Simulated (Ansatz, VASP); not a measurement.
## Two plane-wave programs on Ni

POSCAR

```
Ni
1.0
    2.5126165481      0.0000000000      0.0000000000
   -1.2563082740      2.1759897606      0.0000000000
    0.0000000000      0.0000000000      4.1714123561
Ni
2
Direct
    0.3333333333      0.6666666667      0.2500000000
    0.6666666667      0.3333333333      0.7500000000
```

File INCAR.step1:

```
ALGO     = Normal         # electronic algorithm
EDIFF    = 1E-4           # SCF threshold, eV
ENCUT    = 520            # plane-wave cutoff, eV
GGA      = PE             # functional
ISMEAR   = -1             # smearing method
ISPIN    = 2              # spin polarisation
LASPH    = T              # aspherical terms in the spheres
LCHARG   = F              # write CHGCAR
LMAXMIX  = 4              # l up to which the mixer works
LREAL    = F              # projectors in reciprocal space
LWAVE    = T              # write WAVECAR
MAGMOM   = 0.767 0.767    # initial moments
NBANDS   = 21             # bands
NELM     = 150            # most SCF steps
PREC     = Accurate       # precision mode
SIGMA    = 0.05           # smearing width, eV
```

INCAR.step2

```
ALGO     = Normal         # electronic algorithm
EDIFF    = 1E-6           # SCF threshold, eV
ENCUT    = 520            # plane-wave cutoff, eV
ISIF     = 2              # what is computed and relaxed
ISMEAR   = -1             # smearing method
ISPIN    = 2              # spin polarisation
ISTART   = 1            
LASPH    = T              # aspherical terms in the spheres
LCHARG   = F              # write CHGCAR
LMAXMIX  = 4              # l up to which the mixer works
LMIXTAU  = T            
LORBIT   = 11             # projections on sites
LREAL    = F              # projectors in reciprocal space
LWAVE    = F              # write WAVECAR
MAGMOM   = 0.767 0.767    # initial moments
METAGGA  = R2SCAN         # meta-GGA
NBANDS   = 21             # bands
NELM     = 150            # most SCF steps
PREC     = Accurate       # precision mode
SIGMA    = 0.05           # smearing width, eV
```

File KPOINTS:

```
k-points
0
Gamma
  17 17 9
```

Input for Ansatz:

```yaml
crystal:
  lattice:
    - [2.5126165481, 0.0, 0.0]
    - [-1.256308274, 2.1759897606, 0.0]
    - [0.0, 0.0, 4.1714123561]
  atoms:
    - { symbol: Ni, position: [0.3333333333, 0.6666666667, 0.25], spin: 0.767 }
    - { symbol: Ni, position: [0.6666666667, 0.3333333333, 0.75], spin: 0.767 }
hamiltonian:
  xc: r2scan
  pseudopotentials:
    kind: paw
    azcp:
      Ni: "pseudopotentials/Ni.paw.azcp"
basis:
  ecutwfc: 500
  fft_grid_basis: typed
kpoints:
  mp_grid: { grid: [17, 17, 9], shift: [0, 0, 0] }
magnetization:
  spin_polarized: true
scf:
  occupations: { method: fermi_dirac, width: 0.05 }
  lower_state_search: "off"
output:
  stress: true
```

Alike in both runs: task single point; functional r2SCAN; k mesh 17 × 17 × 9; occupations fermi-dirac, width 0.05 eV; collinear spin.

|  | VASP | Ansatz |
| --- | --- | --- |
| version | VASP 6.6.1 | Ansatz 0.2.0 |
| potentials or method | VASP PAW PBE potentials, release 64 (Ni), cutoff 520 eV | plane waves (500 eV) with PAW, scalar-relativistic |
| valence electrons in the cell | 20 | 36 |

```csv
,VASP,Ansatz,Ansatz less VASP
pressure (GPa),-13.9,-14.1,-0.16
"traceless stress, the component that is largest in VASP (GPa)",1.20,1.38,+0.181
net moment per atom (μB),0.70,0.72,+0.024
size of the moment on the site where the two differ most (μB),0.73,0.79,+0.064
```

VASP's potentials were made for PBE, not for r2SCAN. Site moments also hang on the region over which each program counts them. With one functional, cell and mesh, what is left measures potentials, basis and numerics. VASP's potentials hold 20 valence electrons a cell and Ansatz's 36, so a difference there can come from the potentials and not from the codes. Ansatz's warnings: stability check not made.
